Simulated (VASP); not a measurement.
Set up this calculation in VASP 6.6.1, as the native input.

```
Task                   : relaxation of the atoms
Functional             : PBE
Potentials or basis    : VASP PAW PBE potentials, release 64 (Co, Si, H)
Cutoff                 : 520 eV
k mesh                 : 3 × 3 × 3
Occupations            : methfessel-paxton, width 0.1 eV
Spin                   : no spin polarisation
Dipole correction      : no
Further INCAR settings : ALGO = Normal; EDIFF = 1e-07; IBRION = 2; EDIFFG = -0.02; NSW = 90
```

The structure of Co4Si8H (a cell with a defect) lies in POSCAR:

```
Co4Si8H
1.0
    5.3602887400      0.0000000000      0.0000000000
    0.0000000000      5.3602887400      0.0000000000
    0.0000000000      0.0000000000      5.3602887400
Co Si H
4 8 1
Direct
    0.0124370300     -0.0022955400     -0.0023185000
   -0.0162710800      0.4977249800      0.4977542300
    0.5000000000      0.0000000000      0.5000000000
    0.5000000000      0.5000000000      0.0000000000
    0.2500000000      0.2500000000      0.7500000000
    0.2500000000      0.7500000000      0.2500000000
    0.7500000000      0.2500000000      0.2500000000
    0.7520658500      0.7586593500      0.7586899000
    0.2500000000      0.2500000000      0.2500000000
    0.2517682100      0.7459112000      0.7458743700
    0.7500000000      0.2500000000      0.7500000000
    0.7500000000      0.7500000000      0.2500000000
    0.5000000000      0.0000000000      0.0000000000
```

The input as run:

INCAR

```
SYSTEM = Co4Si8H
PREC = Accurate
ENCUT = 520
EDIFF = 1E-7
ISMEAR = 1
SIGMA = 0.1
LREAL = .FALSE.
LASPH = .TRUE.
NELM = 80
ALGO = Normal
ISIF = 2
LWAVE = .FALSE.
LCHARG = .FALSE.
GGA = PE
IBRION = 2
NSW = 90
EDIFFG = -0.02
```

KPOINTS

```
Automatic mesh
0
G
  3 3 3
  0 0 0
```

Potentials or basis: VASP PAW PBE potentials, release 64 (Co, Si, H).

Command:

```console
$ cat potpaw_PBE.64/Co/POTCAR potpaw_PBE.64/Si/POTCAR potpaw_PBE.64/H/POTCAR > POTCAR
$ mpirun -np 1 vasp_std > vasp.out
```

Results of the run:

```
Energy gained by relaxing    : 107.9 meV/atom
Ionic steps                  : 71
Pressure after relaxing      : 2.8 GPa
Largest force after relaxing : 0.018 eV/Å
Band gap on the k mesh       : zero (an odd number of electrons rules out a gap without spin polarisation)
```

Caveat: the k points lie up to 0.39 Å⁻¹ apart, too coarse for converged energies and pressures of a metal; an odd number of electrons without spin polarisation forces a metal; a magnetic or distorted state may lie lower.

Wall time 79 min on 1 thread of Intel(R) Xeon(R) Platinum 8259CL CPU @ 2.50GHz (Skylake/Cascade Lake) (shared host), peak memory 0.28 GiB.
